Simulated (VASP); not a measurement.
A run of VASP 6.6.1 is set up as follows.

The input POSCAR:

```
KF
1.0
    4.4850022171      0.0000000000      0.0000000000
   -2.2425011086      3.8841258561      0.0000000000
    0.0000000000      0.0000000000      5.2712956397
K F
2 2
Direct
    0.3333333333      0.6666666667     -0.0625000000
    0.6666666667      0.3333333333      0.4375000000
    0.3333333333      0.6666666667      0.4375000000
    0.6666666667      0.3333333333      0.9375000000
```

The input INCAR.step1:

```
SYSTEM = KF
PREC = Accurate ; ENCUT = 520
ISMEAR = 0 ; SIGMA = 0.01
LREAL = .False. ; LASPH = .True.
NELM = 60 ; NBANDS = 24
GGA = PE ; ALGO = Normal
EDIFF = 1E-4 ; LWAVE = .True.
LCHARG = .False.
```

INCAR.step2

```
SYSTEM = KF
PREC = Accurate ; ENCUT = 520
EDIFF = 1E-6 ; ISMEAR = 0
SIGMA = 0.01 ; LREAL = .False.
LASPH = .True. ; NELM = 60
ALGO = Normal ; ISIF = 2
LWAVE = .False. ; LCHARG = .True.
METAGGA = R2SCAN ; LMIXTAU = .True.
LELF = .True. ; LVHAR = .True.
NBANDS = 24 ; ISTART = 1
```

The input KPOINTS:

```
Automatic mesh
0
Gamma
  6 6 4
  0 0 0
```

Potentials or basis: VASP PAW PBE potentials, release 64 (K_sv, F).

The run is started by

```bash
$ cat potpaw_PBE.64/K_sv/POTCAR potpaw_PBE.64/F/POTCAR > POTCAR
$ cp INCAR.step1 INCAR
$ mpirun -np 1 vasp_std > vasp.out
$ cp INCAR.step2 INCAR
$ mpirun -np 1 vasp_std > vasp.out
```

(1) What does it give for the pressure?

(2) Estimate the band gap on the k mesh.

Answers

(1) 0.0 GPa.

(2) 5.95 eV, direct.

Caveat: the PAW data sets were made with another functional, which shifts forces and pressure a little.
